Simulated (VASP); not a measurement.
# AlAs (d.b) (F-43m) in VASP: single point with PBE+D3(BJ)

Aim: the single point of AlAs (d.b) with PBE+D3(BJ).

All numbers are computed with VASP 6.6.1; they aren't measurements. Logs are shortened: lines on timing, memory, paths and dates and some standing lists are left out, and cuts for length are marked.

## 1. The cell of the first run

The structure is cubic, space group F-43m (No. 216). The conventional cell has a = 5.664 Å, b = 5.664 Å, c = 5.664 Å, α = 90.00°, β = 90.00°, γ = 90.00°. Within 3.2 Å of Al (site symmetry -43m) lie 4 As at 2.45 Å. Within 3.2 Å of As (site symmetry -43m) lie 4 Al at 2.45 Å.

## 2. Single point, PBE+D3(BJ)

The input, INCAR:

```
PREC = Accurate
ENCUT = 500
EDIFF = 1E-6
ISMEAR = 0
SIGMA = 0.02
LREAL = F
LASPH = T
NELM = 120
ALGO = Normal
ISIF = 2
LWAVE = F
LCHARG = T
GGA = PE
IVDW = 12
LELF = T
LVHAR = T
NBANDS = 11
GGA_COMPAT = F
```

The input, KPOINTS:

```
Automatic mesh
0
Gamma
  8 8 8
```

The input, POSCAR:

```
AlAs
1.0
    0.0000000000      2.8321860993      2.8321860993
    2.8321860993      0.0000000000      2.8321860993
    2.8321860993      2.8321860993      0.0000000000
Al As
1 1
Direct
    0.0000000000      0.0000000000      0.0000000000
    0.2500000000      0.2500000000      0.2500000000
```

Potentials or basis: VASP PAW PBE potentials, release 64 (Al, As).

The run is started by

```bash
cat potpaw_PBE.64/Al/POTCAR potpaw_PBE.64/As/POTCAR > POTCAR
mpirun -np 1 vasp_std > vasp.out
```

OUTCAR:

```text
PREC = Accurate
   ENCUT = 500
   EDIFF = 1E-6
   ISMEAR = 0
   LREAL = F
   LASPH = T
   NELM = 120
   ISIF = 2
   GGA = PE
   IVDW = 12
 IVDW          = 12

 ion  position               nearest neighbor table
   1  0.000  0.000  0.000-   2 2.45   2 2.45   2 2.45   2 2.45
   2  0.250  0.250  0.250-   1 2.45   1 2.45   1 2.45   1 2.45

  LATTYP: Found a face centered cubic cell.
 ALAT       =     5.6643721986

  Lattice vectors:

 A1 = (   0.0000000000,   2.8321860993,   2.8321860993)
 A2 = (   2.8321860993,   0.0000000000,   2.8321860993)
 A3 = (   2.8321860993,   2.8321860993,   0.0000000000)

Analysis of symmetry for initial positions (statically):
=====================================================================
 Subroutine PRICEL returns:
 Original cell was already a primitive cell.

 Routine SETGRP: Setting up the symmetry group for a
 face centered cubic supercell.

 Subroutine GETGRP returns: Found 24 space group operations
 (whereof 24 operations were pure point group operations)
 out of a pool of 48 trial point group operations.

The static configuration has the point symmetry T_d .

Analysis of symmetry for dynamics (positions and initial velocities):
=====================================================================
 Subroutine PRICEL returns:
 Original cell was already a primitive cell.

 Routine SETGRP: Setting up the symmetry group for a
 face centered cubic supercell.

 Subroutine GETGRP returns: Found 24 space group operations
 (whereof 24 operations were pure point group operations)
 out of a pool of 48 trial point group operations.

The dynamic configuration has the point symmetry T_d .

 Subroutine INISYM returns: Found 24 space group operations
 (whereof 24 operations are pure point group operations),
 and found     1 'primitive' translations

----------------------------------------------------------------------------------------

                                     Primitive cell

  volume of cell :      45.4355

  direct lattice vectors                    reciprocal lattice vectors
     0.000000000  2.832186099  2.832186099    -0.176542071  0.176542071  0.176542071
     2.832186099  0.000000000  2.832186099     0.176542071 -0.176542071  0.176542071
     2.832186099  2.832186099  0.000000000     0.176542071  0.176542071 -0.176542071

  length of vectors
     4.005315993  4.005315993  4.005315993     0.305779837  0.305779837  0.305779837

  position of ions in fractional coordinates (direct lattice)
     0.000000000  0.000000000  0.000000000
[... 88 lines left out ...]
   PSTRESS=    0.0 pullay stress
   NELECT =       8.0000    total number of electrons
   NUPDOWN=      -1.0000    fix difference up-down
   EMIN   =  10.00;   EMAX   =-10.00  energy-range for DOS
   EFERMI =   0.00;   METHOD = LEGACY
   ISMEAR =     0;   SIGMA  =   0.02  broadening in eV -4-tet -1-fermi 0-gaus
   EFERMI_NEDOS =   21; number of points for ismear=-14 and -15
   IALGO  =     38    algorithm
   IMIX   =      4    mixing-type and parameters
     AMIX     =   0.40;   BMIX     =  1.00
     AMIX_MAG =   1.60;   BMIX_MAG =  1.00
  volume/ion in A,a.u.               =      22.72       153.31
  Fermi-wavevector in a.u.,A,eV,Ry     =   0.917571  1.733958 11.455244  0.841937
  Thomas-Fermi vector in A             =   2.042555
   LORBIT       =      0    0 simple, 1 ext, 2 COOP (PROOUT), +10 PAW based schemes
   GGA     = PE    functional components
   LHFCALC =     F    Hartree Fock is set to
   AEXX    =    0.0000 exact exchange contribution
   IVDW    =    12    specifies the selected vdW correction
   LEPSILON=     F    determine dielectric tensor
   LRPA    =     F    only Hartree local field effects (RPA)
 non-spin polarized calculation
 Gauss-broadening in eV      SIGMA  =   0.02
  energy-cutoff  :      500.00
  volume of cell :       45.44
 maximum number of plane-waves:      1174
 NGX is ok and might be reduce to    30
   NGX = 15   NGY = 15   NGZ = 15

 number of electron       8.0000000 magnetization

 Free energy of the ion-electron system (eV)
  ---------------------------------------------------
  ext. energy  EPLUGINS =         0.00000000
  ---------------------------------------------------
  free energy    TOTEN  =        -9.37482222 eV

  energy without entropy =       -9.37482222  energy(sigma->0) =       -9.37482222

 E-fermi :   4.0107     XC(G=0):  -9.0342

 val. band max:        3.8733825478   @ k =   0.0000   0.0000   0.0000
 cond. band min:       5.3113304111   @ k =   0.5000   0.5000   0.0000
 fundamental gap:      1.4379478632
 Fermi energy:         4.0107421822

 k-point     1 :       0.0000    0.0000    0.0000
  band No.  band energies     occupation
      1      -7.9808      2.00000
      2       3.8734      2.00000
      3       3.8734      2.00000
      4       3.8734      2.00000
      5       5.9194      0.00000
      6       8.1573      0.00000
      7       8.1573      0.00000
      8       8.1573      0.00000
      9      12.7340      0.00000
     10      12.8811      0.00000
     11      12.8811      0.00000
[... 309 lines left out ...]
 k-point    24 :      -0.3750    0.2500    0.1250
  band No.  band energies     occupation
      1      -6.3022      2.00000
      2      -1.3816      2.00000
      3       1.1876      2.00000
      4       2.3342      2.00000
      5       7.5389      0.00000
      6       8.1166      0.00000
      7      10.5467      0.00000
      8      11.5102      0.00000
      9      12.2262      0.00000
     10      14.8788      0.00000
     11      16.1623      0.00000

 [... further k-points ...]

------------------------ aborting loop because EDIFF is reached ----------------------------------------

 Edisp (eV)   -0.63305

 E8    (eV) :    -0.2766

  FORCE on cell =-STRESS in cart. coord.  units (eV):
  Direction    XX          YY          ZZ          XY          YZ          ZX
  --------------------------------------------------------------------------------------
  -------------------------------------------------------------------------------------
  Total       0.05593     0.05593     0.05593     0.00000     0.00000     0.00000
  in kB       1.97228     1.97228     1.97228     0.00000     0.00000     0.00000
  external pressure =        1.97 kB  Pullay stress =        0.00 kB

 VOLUME and BASIS-vectors are now :
 -----------------------------------------------------------------------------
  energy-cutoff  :      500.00
  volume of cell :       45.44
      direct lattice vectors                 reciprocal lattice vectors
     0.000000000  2.832186099  2.832186099    -0.176542071  0.176542071  0.176542071
     2.832186099  0.000000000  2.832186099     0.176542071 -0.176542071  0.176542071
     2.832186099  2.832186099  0.000000000     0.176542071  0.176542071 -0.176542071

 POSITION                                       TOTAL-FORCE (eV/Angst)
 -----------------------------------------------------------------------------------
      0.00000      0.00000      0.00000        -0.000000     -0.000000     -0.000000
      1.41609      1.41609      1.41609         0.000000      0.000000      0.000000
 -----------------------------------------------------------------------------------
    total drift:                               -0.000000     -0.000000     -0.000000

  FREE ENERGIE OF THE ION-ELECTRON SYSTEM (eV)
  ---------------------------------------------------
  free  energy   TOTEN  =       -10.0078711188 eV

  energy  without entropy=      -10.0078711188  energy(sigma->0) =      -10.00787112
```

Wall time 9.8 s (1 thread of Intel Xeon Platinum 8488C (Sapphire Rapids), shared host); peak memory 0.18 GiB.

Results:

* Free energy: -10.0079 eV
* Pressure: 0.2 GPa
* Band gap on the k mesh: 1.44 eV, indirect (least direct gap 2.05 eV)
* Dispersion energy per atom: -0.317 eV

Levels at points of the mesh, in eV from the valence-band top:
| k point | band 2 | band 3 | band 4 | band 5 | band 6 | band 7 |
| --- | --- | --- | --- | --- | --- | --- |
| (0.00, 0.00, 0.00) | 0.00 | 0.00 | 0.00 | 2.05 | 4.28 | 4.28 |
| (0.50, 0.00, 0.00) | -5.56 | -0.82 | -0.82 | 2.14 | 4.68 | 4.68 |
| (0.50, 0.50, 0.00) | -5.43 | -2.17 | -2.17 | 1.44 | 2.29 | 10.32 |

A k mesh can miss the band edges. PBE gaps usually lie below the measured ones, often by a third to a half.
